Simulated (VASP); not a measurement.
# ZnS (P6_3mc) in VASP: a series of runs

ZnS is run at these levels: PBE; tasks: single point.

All numbers are computed with VASP 6.6.1; they aren't measurements. Logs are shortened: lines on timing, memory, paths and dates and some standing lists are left out, and cuts for length are marked.

### 1 The cell of the first run

The structure is hexagonal, space group P6_3mc (No. 186). Conventional cell: a = 3.767 Å, b = 3.767 Å, c = 6.177 Å, α = 90.00°, β = 90.00°, γ = 120.00°. Zn (site symmetry 3m) has 4 S at 2.31 Å within 3.1 Å. Within 3.1 Å of S (site symmetry 3m) lie 4 Zn at 2.31 Å.

### 2 Single point, PBE (18.97 Å³/atom)

INCAR

```
SYSTEM = ZnS
PREC = Accurate
ENCUT = 520
EDIFF = 1E-6
ISMEAR = 0
SIGMA = 0.01
LREAL = .FALSE.
LASPH = .TRUE.
NELM = 80
ALGO = Normal
ISIF = 2
LWAVE = .FALSE.
LCHARG = .FALSE.
GGA = PE
NBANDS = 26
```

KPOINTS

```
regular mesh
0
G
  6 6 4
  0 0 0
```

POSCAR

```
ZnS
1.0
    3.7665223202      0.0000000000      0.0000000000
   -1.8832611601      3.2619040132      0.0000000000
    0.0000000000      0.0000000000      6.1766695031
Zn S
2 2
Direct
    0.3333333333      0.6666666667      0.0002443153
    0.6666666667      0.3333333333      0.5002443153
    0.3333333333      0.6666666667      0.3747556847
    0.6666666667      0.3333333333      0.8747556847
```

Potentials or basis: VASP PAW PBE potentials, release 64 (Zn, S).

The run is started by

```bash
$ cat potpaw_PBE.64/Zn/POTCAR potpaw_PBE.64/S/POTCAR > POTCAR
$ mpirun -np 1 vasp_std > vasp.out
```

OUTCAR:

```text
SYSTEM = ZnS
   PREC = Accurate
   ENCUT = 520
   EDIFF = 1E-6
   ISMEAR = 0
   LREAL = .FALSE.
   LASPH = .TRUE.
   NELM = 80
   ISIF = 2
   GGA = PE

 ion  position               nearest neighbor table
   1  0.333  0.667  0.000-   4 2.31   4 2.31   4 2.31   3 2.31
   2  0.667  0.333  0.500-   3 2.31   3 2.31   3 2.31   4 2.31
   3  0.333  0.667  0.375-   2 2.31   2 2.31   2 2.31   1 2.31
   4  0.667  0.333  0.875-   1 2.31   1 2.31   1 2.31   2 2.31

  LATTYP: Found a hexagonal cell.
 ALAT       =     3.7665223202
 C/A-ratio  =     1.6398866057

  Lattice vectors:

 A1 = (   3.7665223202,   0.0000000000,   0.0000000000)
 A2 = (  -1.8832611601,   3.2619040132,   0.0000000000)
 A3 = (   0.0000000000,   0.0000000000,   6.1766695031)

Analysis of symmetry for initial positions (statically):
=====================================================================
 Subroutine PRICEL returns:
 Original cell was already a primitive cell.

 Routine SETGRP: Setting up the symmetry group for a
 hexagonal supercell.

 Subroutine GETGRP returns: Found 12 space group operations
 (whereof  6 operations were pure point group operations)
 out of a pool of 24 trial point group operations.

The static configuration has the point symmetry C_3v.
 The point group associated with its full space group is C_6v.

Analysis of symmetry for dynamics (positions and initial velocities):
=====================================================================
 Subroutine PRICEL returns:
 Original cell was already a primitive cell.

 Routine SETGRP: Setting up the symmetry group for a
 hexagonal supercell.

 Subroutine GETGRP returns: Found 12 space group operations
 (whereof  6 operations were pure point group operations)
 out of a pool of 24 trial point group operations.

The dynamic configuration has the point symmetry C_3v.
 The point group associated with its full space group is C_6v.

 Subroutine INISYM returns: Found 12 space group operations
 (whereof  6 operations are pure point group operations),
 and found     1 'primitive' translations

----------------------------------------------------------------------------------------

                                     Primitive cell

  volume of cell :      75.8868

  direct lattice vectors                    reciprocal lattice vectors
     3.766522320  0.000000000  0.000000000     0.265496900  0.153284707  0.000000000
    -1.883261160  3.261904013  0.000000000     0.000000000  0.306569413  0.000000000
     0.000000000  0.000000000  6.176669503     0.000000000  0.000000000  0.161899548
[... 85 lines left out ...]
   LREAL  =      F    real-space projection
   EDIFFG = 0.1E-04   stopping-criterion for IOM
   NSW    =      0    number of steps for IOM
   IBRION =     -1    ionic relax: 0-MD 1-quasi-New 2-CG
   NFREE  =      0    steps in history (QN), initial steepest desc. (CG)
   ISIF   =      2    stress and relaxation
   ISYM   =      2    0-nonsym 1-usesym 2-fastsym
   POTIM  = 0.5000    time-step for ionic-motion
   TEBEG  =    0.0;   TEEND  =   0.0 temperature during run
   PSTRESS=    0.0 pullay stress
   NELECT =      36.0000    total number of electrons
   NUPDOWN=      -1.0000    fix difference up-down
   EMIN   =  10.00;   EMAX   =-10.00  energy-range for DOS
   EFERMI =   0.00;   METHOD = LEGACY
   ISMEAR =     0;   SIGMA  =   0.01  broadening in eV -4-tet -1-fermi 0-gaus
   EFERMI_NEDOS =   21; number of points for ismear=-14 and -15
   IALGO  =     38    algorithm
   IMIX   =      4    mixing-type and parameters
     AMIX     =   0.40;   BMIX     =  1.00
     AMIX_MAG =   1.60;   BMIX_MAG =  1.00
  volume/ion in A,a.u.               =      18.97       128.03
  Fermi-wavevector in a.u.,A,eV,Ry     =   1.276792  2.412788 22.180203  1.630199
  Thomas-Fermi vector in A             =   2.409429
   LORBIT       =      0    0 simple, 1 ext, 2 COOP (PROOUT), +10 PAW based schemes
   GGA     = PE    functional components
   LHFCALC =     F    Hartree Fock is set to
   AEXX    =    0.0000 exact exchange contribution
   IVDW    =     0    specifies the selected vdW correction
   LEPSILON=     F    determine dielectric tensor
   LRPA    =     F    only Hartree local field effects (RPA)
 non-spin polarized calculation
 Gauss-broadening in eV      SIGMA  =   0.01
  energy-cutoff  :      520.00
  volume of cell :       75.89
 maximum number of plane-waves:      2055
 NGX is ok and might be reduce to    28
   NGX = 13   NGY = 13   NGZ = 23

 number of electron      35.9999969 magnetization

 Free energy of the ion-electron system (eV)
  ---------------------------------------------------
  ext. energy  EPLUGINS =         0.00000000
  ---------------------------------------------------
  free energy    TOTEN  =       -13.61403499 eV

  energy without entropy =      -13.61403499  energy(sigma->0) =      -13.61403499

 E-fermi :   2.5523     XC(G=0):  -9.8085

 val. band max:        2.4992244539   @ k =   0.0000   0.0000   0.0000
 cond. band min:       4.8636868376   @ k =   0.0000   0.0000   0.0000
 fundamental gap:      2.3644623837
 Fermi energy:         2.5522768202

 k-point     1 :       0.0000    0.0000    0.0000
  band No.  band energies     occupation
      1     -10.9476      2.00000
      2      -9.9429      2.00000
      3      -4.0090      2.00000
      4      -3.9948      2.00000
      5      -3.9948      2.00000
      6      -3.9068      2.00000
[... 598 lines left out ...]
     25      12.2621      0.00000
     26      12.2621      0.00000

------------------------ aborting loop because EDIFF is reached ----------------------------------------

  FORCE on cell =-STRESS in cart. coord.  units (eV):
  Direction    XX          YY          ZZ          XY          YZ          ZX
  --------------------------------------------------------------------------------------
  -------------------------------------------------------------------------------------
  Total        2.4139201      2.4139201      2.4396311      0.0000000      0.0000000      0.0000000
  in kB       50.9644555     50.9644555     51.5072854      0.0000000      0.0000000      0.0000000
  external PRESSURE =      51.1453988 kB  Pullay stress =       0.0000000 kB

 VOLUME and BASIS-vectors are now :
 -----------------------------------------------------------------------------
  energy-cutoff  :      520.00
  volume of cell :       75.89
      direct lattice vectors                 reciprocal lattice vectors
     3.766522320  0.000000000  0.000000000     0.265496900  0.153284707  0.000000000
    -1.883261160  3.261904013  0.000000000     0.000000000  0.306569413  0.000000000
     0.000000000  0.000000000  6.176669503     0.000000000  0.000000000  0.161899548

 POSITION                                       TOTAL-FORCE (eV/Angst)
 -----------------------------------------------------------------------------------
     -0.00000      2.17460      0.00151         0.000000      0.000000      0.015825
      1.88326      1.08730      3.08984        -0.000000     -0.000000      0.015825
     -0.00000      2.17460      2.31474        -0.000000      0.000000     -0.015825
      1.88326      1.08730      5.40308         0.000000      0.000000     -0.015825
 -----------------------------------------------------------------------------------
    total drift:                               -0.000001     -0.000001      0.001174

  FREE ENERGIE OF THE ION-ELECTRON SYSTEM (eV)
  ---------------------------------------------------
  free  energy   TOTEN  =       -13.6140349871 eV

  energy  without entropy=      -13.6140349871  energy(sigma->0) =      -13.61403499
```

OSZICAR:

```text
N       E                     dE             d eps       ncg     rms          rms(c)
DAV:   1     0.247660661485E+03    0.24766E+03   -0.17179E+04  1092   0.169E+03
DAV:   2     0.101379370799E+02   -0.23752E+03   -0.22674E+03  1116   0.355E+02
DAV:   3    -0.138696986422E+02   -0.24008E+02   -0.23754E+02  1288   0.113E+02
DAV:   4    -0.144670591061E+02   -0.59736E+00   -0.59593E+00  1248   0.178E+01
DAV:   5    -0.144763142801E+02   -0.92552E-02   -0.92529E-02  1322   0.218E+00    0.105E+01
DAV:   6    -0.136252088658E+02    0.85111E+00   -0.16384E+00  1620   0.379E+01    0.800E+00
DAV:   7    -0.136217478059E+02    0.34611E-02   -0.13457E+00  1142   0.680E+00    0.354E+00
DAV:   8    -0.136136056220E+02    0.81422E-02   -0.35799E-02  1328   0.165E+00    0.106E+00
DAV:   9    -0.136137032368E+02   -0.97615E-04   -0.11227E-02  1450   0.127E+00    0.244E-01
DAV:  10    -0.136138249407E+02   -0.12170E-03   -0.57467E-04  1272   0.347E-01    0.102E-01
DAV:  11    -0.136140321960E+02   -0.20726E-03   -0.30959E-04  1136   0.127E-01    0.586E-02
DAV:  12    -0.136140316194E+02    0.57661E-06   -0.19237E-05  1366   0.605E-02    0.809E-03
DAV:  13    -0.136140349344E+02   -0.33150E-05   -0.64643E-06  1130   0.213E-02    0.303E-03
DAV:  14    -0.136140349871E+02   -0.52711E-07   -0.76077E-07   866   0.180E-02
   1 F= -.13614035E+02 E0= -.13614035E+02  d E =-.468216E-16
```

Run time: 39 s. Hardware: 1 thread of Intel Xeon 8259CL, shared host; peak memory 0.2 GiB.

What came out:

- Free energy: -13.6140 eV
- Pressure: 5.1 GPa
- Largest force: 0.016 eV/Å
- Band gap on the k mesh: 2.36 eV

Forces on the atoms (eV/Å):
```
Zn   0.000  0.000  0.016
Zn   0.000  0.000  0.016
S    0.000  0.000 -0.016
S    0.000  0.000 -0.016
```

Caveat: the cell stands under pressure.

### 3 Single point, PBE (19.58 Å³/atom)

This run uses another cell than the first one, of 19.58 Å³/atom.

INCAR

```
ALGO = Normal ; EDIFF = 1E-6
ENCUT = 520 ; GGA = PE
ISIF = 2 ; ISMEAR = 0
LASPH = True ; LCHARG = False
LREAL = False ; LWAVE = False
NBANDS = 26 ; NELM = 60
PREC = Accurate ; SIGMA = 0.01
```

KPOINTS

```
k-points
0
Gamma
  6 6 4
```

POSCAR

```
ZnS
1.0
    3.8061728373      0.0000000000      0.0000000000
   -1.9030864187      3.2962423683      0.0000000000
    0.0000000000      0.0000000000      6.2416918551
Zn S
2 2
Direct
    0.3333333333      0.6666666667      0.0002443153
    0.6666666667      0.3333333333      0.5002443153
    0.3333333333      0.6666666667      0.3747556847
    0.6666666667      0.3333333333      0.8747556847
```

Potentials or basis: VASP PAW PBE potentials, release 64 (Zn, S).

The run is started by

```bash
$ cat potpaw_PBE.64/Zn/POTCAR potpaw_PBE.64/S/POTCAR > POTCAR
$ mpirun -np 1 vasp_std > vasp.out
```

Run time: 47 s. Hardware: 1 thread of Intel Xeon 8259CL, shared host; peak memory 0.19 GiB.

Results (log left out):

| Item | Value |
| --- | --- |
| Free energy | -13.6711 eV |
| Pressure | 2.4 GPa |
| Largest force | 0.008 eV/Å |
| Band gap on the k mesh | 2.22 eV |

Forces on the atoms (eV/Å):
```
Zn   0.000  0.000  0.008
Zn   0.000  0.000  0.008
S    0.000  0.000 -0.008
S    0.000  0.000 -0.008
```

Levels at points of the mesh, in eV from the valence-band top:
```csv
k point,band 14,band 15,band 16,band 17,band 18,band 19,band 20,band 21,band 22,band 23
"(0.00, 0.00, 0.00)",-0.90,-0.90,-0.08,0.00,0.00,2.22,3.11,6.31,6.31,6.57
"(0.50, 0.00, 0.00)",-4.13,-3.29,-2.25,-1.69,-0.89,3.66,4.26,5.12,6.91,7.42
"(0.00, 0.00, 0.50)",-2.88,-0.47,-0.47,-0.47,-0.47,3.57,3.57,6.76,6.76,6.76
"(0.50, 0.00, 0.50)",-4.88,-1.64,-1.64,-1.62,-1.62,3.55,3.55,5.22,5.22,8.82
```

(Part 1 of 2 ends here.)
